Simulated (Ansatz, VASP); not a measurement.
## C in VASP and in Ansatz

INCAR

```
SYSTEM = C
ALGO = Normal
EDIFF = 1E-6
ENCUT = 520
GGA = PS
ISIF = 2
ISMEAR = 0
IVDW = 12
LASPH = .True.
LCHARG = .False.
LREAL = .False.
LWAVE = .False.
NBANDS = 11
NELM = 100
PREC = Accurate
SIGMA = 0.03
```

File KPOINTS:

```
k-points
0
Gamma
  16 16 16
  0 0 0
```

Contents of POSCAR:

```
C
1.0
    0.0000000000      2.1467349466      3.3536616560
    1.2402383360      0.0000000000      3.3536616560
    1.2402383360      2.1467349466      0.0000000000
C
2
Direct
    0.1314621586      0.8685378414      0.1314621586
    0.8685378414      0.1314621586      0.8685378414
```

Input for Ansatz:

```yaml
crystal:
  lattice:
    - [0.0, 2.1467349466, 3.353661656]
    - [1.240238336, 0.0, 3.353661656]
    - [1.240238336, 2.1467349466, 0.0]
  atoms:
    - { symbol: C, position: [0.1314621586, 0.8685378414, 0.1314621586] }
    - { symbol: C, position: [0.8685378414, 0.1314621586, 0.8685378414] }
basis:
  ecutwfc: 520.0
kpoints:
  mp_grid: { grid: [16, 16, 16] }
hamiltonian:
  xc: pbesol
  pseudopotentials: { kind: paw, azcp: { folder: soft_1 } }
  dispersion: d3bj
scf:
  occupations: { method: gaussian, width: 0.03 }
output:
  forces: true
  stress: true
  eigenvalues: true
```

Alike in both runs: task single point; functional PBEsol; dispersion D3(BJ); k mesh 16 × 16 × 16; occupations gaussian, width 0.03 eV; no spin polarisation.

```csv
,VASP,Ansatz
version,VASP 6.6.1,Ansatz 0.2.0
potentials or method,"VASP PAW PBE potentials, release 64 (C), cutoff 520 eV","scalar-relativistic, plane waves, PAW"
valence electrons in the cell,8,8
```

|  | VASP | Ansatz | Ansatz less VASP |
| --- | --- | --- | --- |
| gap on the k mesh at the Fermi level (eV) | none | none | - |
| rms of the force components (eV/Å) | 14.438 | 14.232 | -0.2064 |

VASP's potentials were made for PBE, not for PBEsol, and Ansatz warns of the same on its side. Atom by atom the forces differ by 0.206 eV/Å (rms over components). A gap of «none» marks a metal or a gap that the smearing closes.
